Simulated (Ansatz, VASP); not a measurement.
# BP in VASP and in Ansatz

```
B P
1.0
     0.00000    2.28274    2.24951
     2.28274    0.00000    2.24951
     2.28274    2.28274    0.00000
B P
1 1
Direct
  0.00000 0.00000 0.00000
  0.25000 0.25000 0.25000
```

Alike in both runs: task single point; functional PBEsol; k mesh 8 × 8 × 8; no spin polarisation.

|  | VASP | Ansatz |
| --- | --- | --- |
| version | VASP 6.6.1 | Ansatz 0.2.0 |
| potentials or method | VASP PAW PBE potentials, release 64 (B, P), cutoff 500 eV | scalar-relativistic, plane waves, PAW |
| occupations | gaussian, width 0.01 eV | fixed |
| valence electrons in the cell | 8 | 8 |

```tsv
	VASP	Ansatz	Ansatz less VASP
gap on the k mesh at the Fermi level (eV)	0.95	0.95	+0.004
least direct gap on the mesh (eV)	3.20	3.21	+0.006
```

VASP's potentials were made for PBE, not for PBEsol, and Ansatz warns of the same on its side.
